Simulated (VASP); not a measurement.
Ge:

```
CELL_PARAMETERS angstrom
-1.60842 1.60842 1.87318
1.60842 -1.60842 1.87318
1.60842 1.60842 -1.87318
ATOMIC_POSITIONS crystal
Ge 0.50000 0.50000 0.00000
```

```yaml
Program: VASP 6.6.1
Task: relaxation of cell and atoms
Functional: RPBE
Dispersion: D4
Potentials_or_basis: VASP PAW PBE potentials, release 64 (Ge_d)
Cutoff: 600 eV
k_mesh: 12 × 12 × 12
Occupations: fermi-dirac, width 0.05 eV
Spin: no spin polarisation
```

At the start: pressure -3.2 GPa; volume 19.38 Å³/atom.

**Question.** How do energy, volume and symmetry change on relaxing?

**Answer.** Over 8 steps the energy falls by 10.8 meV/atom and the volume is 18.32 Å³/atom (-5.5 %); space group I4/mmm (No. 139, to 0.05 Å).

The path:
```
step  energy change (eV)  largest force (eV/Å)  pressure (GPa)  volume (Å³)
   1              0.0000                0.0000           -3.24        19.38
   2             -0.0107                0.0000            0.04        18.31
   3             -0.0107                0.0000            0.15        18.32
   4             -0.0107                0.0000           -0.02        18.37
   5             -0.0107                0.0000            0.04        18.35
   6             -0.0107                0.0000            0.01        18.34
   7             -0.0107                0.0000            0.04        18.34
   8             -0.0108                0.0000            0.03        18.32
```

Final structure:
```
Ge
1.0
    -1.58257    1.58257    1.82858
     1.58257   -1.58257    1.82858
     1.58257    1.58257   -1.82858
Ge
1
Cartesian
  0.0000 0.0000 1.8286
```

Caveat: the PAW data sets were made with another functional, which shifts forces and pressure a little; pairwise dispersion overbinds metals, which lowers pressure and volume.
